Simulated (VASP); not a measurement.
Write the native input for VASP 6.6.1 that does the following.

```yaml
Task: single point
Functional: PBE
Potentials_or_basis: VASP PAW PBE potentials, release 64 (Pt)
Cutoff: 520 eV
k_mesh: 20 × 20 × 20
Occupations: gaussian, width 0.15 eV
Spin: no spin polarisation
Dipole_correction: no
Further_INCAR_settings: ALGO = Normal; EDIFF = 1e-06; NBANDS = 11
```

The structure of Pt lies in POSCAR:

```
Pt
1.0
    0.0000000000      2.0068475000      2.0557950000
    2.0068475000      0.0000000000      2.0557950000
    2.0068475000      2.0068475000      0.0000000000
Pt
1
Direct
    0.0000000000      0.0000000000      0.0000000000
```

This cell differs from its parent crystal: strain +0.025 along x and y, +0.050 along z.

The input as run:

INCAR

```
PREC = Accurate ; ENCUT = 520
EDIFF = 1E-6 ; ISMEAR = 0
SIGMA = 0.15 ; LREAL = F
LASPH = T ; NELM = 60
ALGO = Normal ; ISIF = 2
LWAVE = F ; LCHARG = T
GGA = PE ; LELF = T
LVHAR = T ; NBANDS = 11
```

KPOINTS

```
Automatic mesh
0
Gamma
  20 20 20
```

Potentials or basis: VASP PAW PBE potentials, release 64 (Pt).

The run is started by

```console
$ cat potpaw_PBE.64/Pt/POTCAR > POTCAR
$ mpirun -np 1 vasp_std > vasp.out
```

Results of the run:

The pressure is -12.3 GPa. The band gap on the k mesh is zero (bands 5 and 6 overlap by 2.00 eV).

Caveat: the cell differs from its parent crystal (strain +0.025 along x and y, +0.050 along z); the cell stands under tension; spin-orbit coupling is left out, which moves the levels of the heavy elements.

Wall time 70 s on 1 thread of Intel(R) Xeon(R) Platinum 8259CL CPU @ 2.50GHz (Skylake/Cascade Lake) (shared host), peak memory 0.24 GiB.
